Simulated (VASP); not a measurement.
# TiO2 (P4_2/mnm) in VASP: a series of runs

The runs below take TiO2 through single point, with LDA, PBE+U.

Everything below comes from runs of VASP 6.6.1. Logs are shortened: lines on timing, memory, paths and dates and some standing lists are left out, and cuts for length are marked.

## 1. The cell of the first run

The structure is tetragonal, space group P4_2/mnm (No. 136). The conventional cell has a = 4.643 Å, b = 4.643 Å, c = 2.964 Å, α = 90.00°, β = 90.00°, γ = 90.00°. Ti (site symmetry mmm) has 6 O at 1.96 to 2.00 Å within 2.6 Å. O (site symmetry m2m) has 3 Ti at 1.96 to 2.00 Å and 1 O at 2.56 Å within 2.6 Å.

## 2. Single point, LDA

File POSCAR:

```
TiO2
1.0
    4.6432750094      0.0000000000      0.0000000000
    0.0000000000      4.6432750094      0.0000000000
    0.0000000000      0.0000000000      2.9638820250
Ti O
2 4
Direct
    0.0000000000      0.0000000000      0.0000000000
    0.5000000000      0.5000000000      0.5000000000
    0.3051282522      0.3051282522      0.0000000000
    0.1948717478      0.8051282522      0.5000000000
    0.6948717478      0.6948717478      0.0000000000
    0.8051282522      0.1948717478      0.5000000000
```

File INCAR.step1:

```
ALGO     = Normal         # electronic algorithm
EDIFF    = 1E-6           # SCF threshold, eV
ENCUT    = 520            # plane-wave cutoff, eV
ISIF     = 2              # what is computed and relaxed
ISMEAR   = 0              # smearing method
LASPH    = T              # aspherical terms in the spheres
LCHARG   = T              # write CHGCAR
LMAXMIX  = 4              # l up to which the mixer works
LREAL    = F              # projectors in reciprocal space
LWAVE    = F              # write WAVECAR
NBANDS   = 33             # bands
NELM     = 60             # most SCF steps
PREC     = Accurate       # precision mode
SIGMA    = 0.02           # smearing width, eV
```

File KPOINTS.step1:

```
k-points
0
Gamma
  6 6 10
```

File INCAR.step2:

```
ALGO     = Normal         # electronic algorithm
EDIFF    = 1E-6           # SCF threshold, eV
ENCUT    = 520            # plane-wave cutoff, eV
ICHARG   = 11             # starting density
ISIF     = 2              # what is computed and relaxed
ISMEAR   = -5             # smearing method
LASPH    = T              # aspherical terms in the spheres
LCHARG   = F              # write CHGCAR
LMAXMIX  = 4              # l up to which the mixer works
LORBIT   = 11             # projections on sites
LREAL    = F              # projectors in reciprocal space
LWAVE    = F              # write WAVECAR
NEDOS    = 1001           # points of the DOS
NELM     = 60             # most SCF steps
PREC     = Accurate       # precision mode
SIGMA    = 0.02           # smearing width, eV
```

File KPOINTS.step2:

```
k-points
0
Gamma
  9 9 15
```

Potentials or basis: VASP PAW LDA potentials, release 64 (Ti_sv, O).

The run is started by

```console
$ cat potpaw_LDA.64/Ti_sv/POTCAR potpaw_LDA.64/O/POTCAR > POTCAR
$ cp INCAR.step1 INCAR
$ cp KPOINTS.step1 KPOINTS
$ mpirun -np 1 vasp_std > vasp.out
$ cp INCAR.step2 INCAR
$ cp KPOINTS.step2 KPOINTS
$ mpirun -np 1 vasp_std > vasp.out
```

OUTCAR:

```text
EDIFF = 1E-6
   ENCUT = 520
   ICHARG = 11
   ISIF = 2
   ISMEAR = -5
   LASPH = T
   LORBIT = 11
   LREAL = F
   NELM = 60
   PREC = Accurate

 ion  position               nearest neighbor table
   1  0.000  0.000  0.000-   4 1.96   6 1.96   4 1.96   6 1.96   5 2.00   3 2.00
   2  0.500  0.500  0.500-   3 1.96   5 1.96   3 1.96   5 1.96   4 2.00   6 2.00
   3  0.305  0.305  0.000-   2 1.96   2 1.96   1 2.00
   4  0.195  0.805  0.500-   1 1.96   1 1.96   2 2.00
   5  0.695  0.695  0.000-   2 1.96   2 1.96   1 2.00
   6  0.805  0.195  0.500-   1 1.96   1 1.96   2 2.00

  LATTYP: Found a simple tetragonal cell.
 ALAT       =     4.6432750094
 C/A-ratio  =     0.6383171402

  Lattice vectors:

 A1 = (   4.6432750094,   0.0000000000,   0.0000000000)
 A2 = (   0.0000000000,   4.6432750094,   0.0000000000)
 A3 = (   0.0000000000,   0.0000000000,   2.9638820250)

Analysis of symmetry for initial positions (statically):
=====================================================================
 Subroutine PRICEL returns:
 Original cell was already a primitive cell.

 Routine SETGRP: Setting up the symmetry group for a
 simple tetragonal supercell.

 Subroutine GETGRP returns: Found 16 space group operations
 (whereof  8 operations were pure point group operations)
 out of a pool of 16 trial point group operations.

The static configuration has the point symmetry D_2h.
 The point group associated with its full space group is D_4h.

Analysis of symmetry for dynamics (positions and initial velocities):
=====================================================================
 Subroutine PRICEL returns:
 Original cell was already a primitive cell.

 Routine SETGRP: Setting up the symmetry group for a
 simple tetragonal supercell.

 Subroutine GETGRP returns: Found 16 space group operations
 (whereof  8 operations were pure point group operations)
 out of a pool of 16 trial point group operations.

The dynamic configuration has the point symmetry D_2h.
 The point group associated with its full space group is D_4h.

 Subroutine INISYM returns: Found 16 space group operations
 (whereof  8 operations are pure point group operations),
 and found     1 'primitive' translations

----------------------------------------------------------------------------------------

                                     Primitive cell

  volume of cell :      63.9013

  direct lattice vectors                    reciprocal lattice vectors
     4.643275009  0.000000000  0.000000000     0.215365232  0.000000000  0.000000000
     0.000000000  4.643275009  0.000000000     0.000000000  0.215365232  0.000000000
[... 111 lines left out ...]
   EFERMI_NEDOS =   21; number of points for ismear=-14 and -15
   IALGO  =     38    algorithm
   IMIX   =      4    mixing-type and parameters
     AMIX     =   0.40;   BMIX     =  1.00
     AMIX_MAG =   1.60;   BMIX_MAG =  1.00
  volume/ion in A,a.u.               =      10.65        71.87
  Fermi-wavevector in a.u.,A,eV,Ry     =   1.488168  2.812230 30.132066  2.214644
  Thomas-Fermi vector in A             =   2.601237
   LORBIT       =     11    0 simple, 1 ext, 2 COOP (PROOUT), +10 PAW based schemes
   GGA     = CA    functional components
   LHFCALC =     F    Hartree Fock is set to
   AEXX    =    0.0000 exact exchange contribution
   IVDW    =     0    specifies the selected vdW correction
   LEPSILON=     F    determine dielectric tensor
   LRPA    =     F    only Hartree local field effects (RPA)
 non-spin polarized calculation
 Fermi weights with tetrahedron method with Bloechl corrections
  energy-cutoff  :      520.00
  volume of cell :       63.90
 maximum number of plane-waves:      1740
 NGX is ok and might be reduce to    36

 number of electron      48.0000021 magnetization

 Free energy of the ion-electron system (eV)
  ---------------------------------------------------
  ext. energy  EPLUGINS =         0.00000000
  ---------------------------------------------------
  free energy    TOTEN  =       -58.66141558 eV

  energy without entropy =      -58.66141558  energy(sigma->0) =      -58.66141558

 E-fermi :   4.3013     XC(G=0): -11.8667

 val. band max:        4.2778948658   @ k =   0.0000   0.0000   0.0000
 cond. band min:       6.0298318403   @ k =   0.0000   0.0000   0.0000
 fundamental gap:      1.7519369745
 Fermi energy:         4.3012876015

 k-point     1 :       0.0000    0.0000    0.0000
  band No.  band energies     occupation
      1     -51.9433      2.00000
      2     -51.9272      2.00000
      3     -28.6306      2.00000
      4     -28.6306      2.00000
      5     -28.4754      2.00000
      6     -28.4754      2.00000
[... 733 lines left out ...]
     27       7.0582      0.00000
     28       7.1763      0.00000

 [... further k-points ...]

------------------------ aborting loop because EDIFF is reached ----------------------------------------

  FORCE on cell =-STRESS in cart. coord.  units (eV):
  Direction    XX          YY          ZZ          XY          YZ          ZX
  --------------------------------------------------------------------------------------
  -------------------------------------------------------------------------------------
  Total       -4.4294131     -4.4294131     -5.1691703      0.0000000      0.0000000      0.0000000
  in kB     -111.0572832   -111.0572832   -129.6049824      0.0000000      0.0000000      0.0000000
  external PRESSURE =    -117.2398496 kB  Pullay stress =       0.0000000 kB

 VOLUME and BASIS-vectors are now :
 -----------------------------------------------------------------------------
  energy-cutoff  :      520.00
  volume of cell :       63.90
      direct lattice vectors                 reciprocal lattice vectors
     4.643275009  0.000000000  0.000000000     0.215365232  0.000000000  0.000000000
     0.000000000  4.643275009  0.000000000     0.000000000  0.215365232  0.000000000
     0.000000000  0.000000000  2.963882025     0.000000000  0.000000000  0.337395346

 POSITION                                       TOTAL-FORCE (eV/Angst)
 -----------------------------------------------------------------------------------
      0.00000      0.00000      0.00000         0.000000      0.000000     -0.000000
      2.32164      2.32164      1.48194         0.000000      0.000000     -0.000000
      1.41679      1.41679      0.00000         0.071067      0.071067     -0.000000
      0.90484      3.73843      1.48194        -0.071067      0.071067     -0.000000
      3.22648      3.22648      0.00000        -0.071067     -0.071067      0.000000
      3.73843      0.90484      1.48194         0.071067     -0.071067      0.000000
 -----------------------------------------------------------------------------------
    total drift:                                0.000000      0.000000     -0.000000

  FREE ENERGIE OF THE ION-ELECTRON SYSTEM (eV)
  ---------------------------------------------------
  free  energy   TOTEN  =       -58.6614155831 eV

  energy  without entropy=      -58.6614155831  energy(sigma->0) =      -58.66141558

 total charge

# of ion       s       p       d       tot
------------------------------------------
    1        2.219   6.293   1.719  10.232
    2        2.219   6.293   1.719  10.232
    3        1.559   3.464   0.000   5.024
    4        1.559   3.464   0.000   5.024
    5        1.559   3.464   0.000   5.024
    6        1.559   3.464   0.000   5.024
--------------------------------------------------
tot         10.677  26.443   3.439  40.559
```

OSZICAR.step1:

```text
N       E                     dE             d eps       ncg     rms          rms(c)
DAV:   1     0.639212030688E+03    0.63921E+03   -0.24184E+04  3960   0.170E+03
DAV:   2     0.192478899952E+02   -0.61996E+03   -0.57420E+03  4265   0.508E+02
DAV:   3    -0.712965064618E+02   -0.90544E+02   -0.88743E+02  5364   0.186E+02
DAV:   4    -0.756978440510E+02   -0.44013E+01   -0.43899E+01  5635   0.392E+01
DAV:   5    -0.758696570614E+02   -0.17181E+00   -0.17179E+00  5252   0.620E+00    0.311E+01
DAV:   6    -0.594750071424E+02    0.16395E+02   -0.75608E+01  5158   0.867E+01    0.120E+01
DAV:   7    -0.591308386860E+02    0.34417E+00   -0.14763E+01  5042   0.351E+01    0.931E+00
DAV:   8    -0.588599762663E+02    0.27086E+00   -0.60628E-01  4786   0.669E+00    0.658E+00
DAV:   9    -0.587718109501E+02    0.88165E-01   -0.10554E+00  5403   0.117E+01    0.308E+00
DAV:  10    -0.586816945341E+02    0.90116E-01   -0.62852E-01  4998   0.763E+00    0.120E+00
DAV:  11    -0.586616120932E+02    0.20082E-01   -0.63729E-02  4900   0.172E+00    0.335E-01
DAV:  12    -0.586620308122E+02   -0.41872E-03   -0.57643E-03  4327   0.776E-01    0.201E-01
DAV:  13    -0.586614703340E+02    0.56048E-03   -0.10877E-03  5280   0.330E-01    0.562E-02
DAV:  14    -0.586614317518E+02    0.38582E-04   -0.12205E-04  5223   0.113E-01    0.367E-02
DAV:  15    -0.586614126055E+02    0.19146E-04   -0.83295E-05  5896   0.712E-02    0.536E-03
DAV:  16    -0.586614130994E+02   -0.49383E-06   -0.61314E-06  4413   0.191E-02
   1 F= -.58661413E+02 E0= -.58661413E+02  d E =-.330857E-56
```

Wall time 83 s (1 thread of Intel Xeon 6975P-C (Granite Rapids), shared host); peak memory 0.28 GiB.

What came out:

- Valence electrons inside the program's atomic spheres: Ti 10.23; O 5.02

## 3. Single point, PBE+U, collinear spin

File INCAR:

```
PREC = Accurate
ENCUT = 520
EDIFF = 1E-6
ISMEAR = 0
SIGMA = 0.02
LREAL = False
LASPH = True
NELM = 150
ALGO = Normal
ISIF = 2
LWAVE = False
LCHARG = False
ISPIN = 2
MAGMOM = 1 1 0 0 0 0
LORBIT = 11
LMAXMIX = 4
LDAU = True
LDAUTYPE = 2
LDAUL = 2 -1
LDAUU = 4 0
LDAUJ = 0 0
LDAUPRINT = 1
GGA = PE
NBANDS = 37
```

File KPOINTS:

```
Automatic mesh
0
Gamma
  6 6 10
```

POSCAR is that of step 2.

Potentials or basis: VASP PAW PBE potentials, release 64 (Ti_sv, O).

The run is started by

```console
$ cat potpaw_PBE.64/Ti_sv/POTCAR potpaw_PBE.64/O/POTCAR > POTCAR
$ mpirun -np 1 vasp_std > vasp.out
```

Wall time 1.7 min (1 thread of Intel Xeon 6975P-C (Granite Rapids), shared host); peak memory 0.33 GiB.

The run converged. Its results:

```
Free energy                                           : -48.4058 eV
Pressure                                              : 7.7 GPa
Largest force                                         : 0.173 eV/Å
Band gap on the k mesh                                : 2.33 eV (least direct gap 2.34 eV)
Net moment                                            : 0.00 μB per cell
Valence electrons inside the program's atomic spheres : Ti 10.08; O 5.09
```

Forces in eV/Å, atoms in the order of the input:
```
Ti   0.000  0.000  0.000
Ti   0.000  0.000  0.000
O   -0.122 -0.122  0.000
O    0.122 -0.122  0.000
O    0.122  0.122  0.000
O   -0.122  0.122  0.000
```

Stress tensor (GPa, compression positive):
```
 5.80  0.00  0.00
 0.00  5.80  0.00
 0.00  0.00 11.38
```

Levels at points of the mesh, in eV from the valence-band top:
Spin up:
```csv
k point,band 22,band 23,band 24,band 25,band 26,band 27
"(0.00, 0.00, 0.00)",-0.51,-0.51,0.00,2.34,2.54,2.93
"(0.50, 0.00, 0.00)",-1.62,-0.75,-0.75,2.94,2.94,3.47
"(0.50, 0.50, 0.00)",-1.37,-1.15,-1.15,2.33,2.33,3.00
"(0.00, 0.00, 0.50)",-2.22,-1.46,-1.46,3.37,3.37,3.71
"(0.50, 0.00, 0.50)",-1.96,-1.05,-1.05,2.40,2.40,3.75
"(0.50, 0.50, 0.50)",-1.19,-0.73,-0.73,3.02,3.02,3.59
```
Spin down:
```tsv
k point	band 21	band 22	band 23	band 24	band 25	band 26	band 27	band 28
(0.00, 0.00, 0.00)	-0.78	-0.51	-0.51	0.00	2.34	2.54	2.93	2.98
(0.50, 0.00, 0.00)	-1.62	-1.62	-0.75	-0.75	2.94	2.94	3.47	3.47
(0.50, 0.50, 0.00)	-1.37	-1.37	-1.15	-1.15	2.33	2.33	3.00	3.00
(0.00, 0.00, 0.50)	-2.22	-2.22	-1.46	-1.46	3.37	3.37	3.71	3.71
(0.50, 0.00, 0.50)	-1.96	-1.96	-1.05	-1.05	2.40	2.40	3.75	3.75
(0.50, 0.50, 0.50)	-1.19	-1.19	-0.73	-0.73	3.02	3.02	3.59	3.59
```

Eigenvalues of the final occupation matrices:
```csv
site,spin,trace,eigenvalues
site 1 d,1,0.79,0.08 0.10 0.10 0.24 0.27
site 1 d,2,0.79,0.08 0.10 0.10 0.24 0.27
site 2 d,1,0.79,0.08 0.10 0.10 0.24 0.27
site 2 d,2,0.79,0.08 0.10 0.10 0.24 0.27
```

Caveat: the stress differs along the axes, from 6 to 11 GPa. A k mesh can miss the band edges.
